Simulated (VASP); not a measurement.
Set up this calculation in VASP 6.6.1, as the native input.

- Task: single point
- Functional: PBE
- Potentials or basis: VASP PAW PBE potentials, release 64 (Si, Ge_d, W_sv)
- Cutoff: 520 eV
- k mesh: 12 × 12 × 8
- Occupations: gaussian, width 0.1 eV
- Spin: no spin polarisation
- Dipole correction: no
- Further INCAR settings: ALGO = Normal; EDIFF = 1e-07; NBANDS = 46

The structure of SiGe4W lies in POSCAR:

```
SiGe4W
1.0
    4.7756978741      0.0000000000      0.0000000000
   -2.3878489370      4.1358756798      0.0000000000
    0.0000000000      0.0000000000      5.1708272443
Si Ge W
1 4 1
Direct
    0.0000000000      0.0000000000      0.0000000000
    0.3333333333      0.6666666667      0.7437492650
    0.3333333333      0.6666666667      0.2562507350
    0.6666666667      0.3333333333      0.7437492650
    0.6666666667      0.3333333333      0.2562507350
    0.0000000000      0.0000000000      0.5000000000
```

The cell was generated, and may not be a known phase.

The input as run:

INCAR

```
SYSTEM = SiGe4W
PREC     = Accurate       ! precision mode
ENCUT    = 520            ! plane-wave cutoff, eV
EDIFF    = 1E-7           ! SCF threshold, eV
ISMEAR   = 0              ! smearing method
SIGMA    = 0.1            ! smearing width, eV
LREAL    = .FALSE.        ! projectors in reciprocal space
LASPH    = .TRUE.         ! aspherical terms in the spheres
NELM     = 80             ! most SCF steps
ALGO     = Normal         ! electronic algorithm
ISIF     = 2              ! what is computed and relaxed
LWAVE    = .FALSE.        ! write WAVECAR
LCHARG   = .TRUE.         ! write CHGCAR
GGA      = PE             ! functional
LELF     = .TRUE.         ! ELF
LVHAR    = .TRUE.       
NBANDS   = 46             ! bands
```

KPOINTS

```
regular mesh
0
G
  12 12 8
  0 0 0
```

Potentials or basis: VASP PAW PBE potentials, release 64 (Si, Ge_d, W_sv).

Command:

```bash
$ cat potpaw_PBE.64/Si/POTCAR potpaw_PBE.64/Ge_d/POTCAR potpaw_PBE.64/W_sv/POTCAR > POTCAR
$ mpirun -np 1 vasp_std > vasp.out
```

Results of the run:

```yaml
Pressure: 0.1 GPa
Band_gap_on_the_k_mesh: zero (bands 37 and 38 overlap by 2.05 eV)
```

Caveat: spin-orbit coupling is left out, which moves the levels of the heavy elements.

Wall time 11 min on 1 thread of Intel Xeon 8259CL (shared host), peak memory 0.49 GiB.
